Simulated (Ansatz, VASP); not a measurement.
**W: VASP beside Ansatz**

```
CELL_PARAMETERS angstrom
2.42153 0.00000 0.00000
-1.21077 2.09711 0.00000
0.00000 0.00000 2.24077
ATOMIC_POSITIONS crystal
W 0.00000 0.00000 0.00000
```

Change from the starting cell: volume scaled by 0.65, LAPW.

Alike in both runs: task single point; functional PBE; k mesh 18 × 18 × 16; occupations fermi-dirac, width 0.08 eV; no spin polarisation.

|  | VASP | Ansatz |
| --- | --- | --- |
| version | VASP 6.6.1 | Ansatz 0.2.0 |
| potentials or method | VASP PAW PBE potentials, release 64 (W_sv), cutoff 520 eV | all-electron LAPW, scalar-relativistic |

|  | VASP | Ansatz | Ansatz less VASP |
| --- | --- | --- | --- |
| pressure (GPa) | 248.7 | 238.1 | -10.54 |
| traceless stress, the component that is largest in VASP (GPa) | 3.45 | -0.32 | -3.769 |

Both programs put the cell under a high pressure, so it lies far from rest at this level. Ansatz ran all-electron here, and VASP with PAW potentials.

Spin-orbit coupling is off throughout. Noted on VASP's run: the cell as given lies far from equilibrium.
